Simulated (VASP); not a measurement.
The system is BaC5.

```
CELL_PARAMETERS angstrom
4.16012 0.00000 0.00000
-2.08006 3.60277 0.00000
0.00000 0.00000 4.28915
ATOMIC_POSITIONS crystal
Ba 0.00000 0.00000 0.00000
C 0.50000 0.00000 0.00000
C 0.00000 0.50000 0.00000
C 0.50000 0.50000 0.00000
C 0.33333 0.66667 0.50000
C 0.66667 0.33333 0.50000
```

The cell was built from a structure type or drawn by symmetry, and may not be a known phase.

* Program: VASP 6.6.1
* Task: relaxation of cell and atoms
* Functional: PBE
* Potentials or basis: VASP PAW PBE potentials, release 64 (Ba_sv, C)
* Cutoff: 600 eV
* k mesh: 6 × 6 × 4
* Occupations: gaussian, width 0.1 eV
* Spin: no spin polarisation

At the start: pressure 53.1 GPa; volume 10.71 Å³/atom.

Problem. How do energy, volume and symmetry change on relaxing?

Solution. Over 12 steps the energy falls by 1709.8 meV/atom and the volume is 10.86 Å³/atom (+1.4 %); space group P6/mmm (No. 191, to 0.1 Å) before and after.

Step by step:
```
step  energy change (eV)  largest force (eV/Å)  pressure (GPa)  volume (Å³)
   1              0.0000                0.0000           53.13        64.29
   2             -5.5313                0.0000           -9.79       101.21
   3             -5.4851                0.0000           -4.73        93.58
   4             -5.5561                0.0000           -7.98        98.16
   5             -7.1055                0.0000           -9.70        90.71
   6             -6.4016                0.0000           18.39        63.63
   7             -8.2258                0.0000          -11.81        85.14
   8             -9.7638                0.0000          -13.03        74.93
   9             -9.7735                0.0000           17.30        57.89
  10            -10.1772                0.0000           -1.73        65.54
  11            -10.1712                0.0000            1.16        64.75
  12            -10.2590                0.0000           -0.36        65.18
```

Final structure:
```cif
data_structure
_symmetry_space_group_name_H-M 'P 1'
_symmetry_Int_Tables_number 1
_cell_length_a 5.1813
_cell_length_b 5.1813
_cell_length_c 2.8034
_cell_angle_alpha 90.000
_cell_angle_beta 90.000
_cell_angle_gamma 120.000
_cell_volume 65.18
loop_
_atom_site_label
_atom_site_type_symbol
_atom_site_fract_x
_atom_site_fract_y
_atom_site_fract_z
_atom_site_occupancy
Ba1 Ba 0.00000 0.00000 0.00000 1
C1 C 0.50000 0.00000 0.00000 1
C2 C 0.00000 0.50000 0.00000 1
C3 C 0.50000 0.50000 0.00000 1
C4 C 0.33333 0.66667 0.50000 1
C5 C 0.66667 0.33333 0.50000 1
```

Caveat: the k points lie up to 0.56 Å⁻¹ apart in the final cell, too coarse for converged energies and pressures of a metal; a cell axis changed by over 15 % at a fixed basis, so the end point is rough.
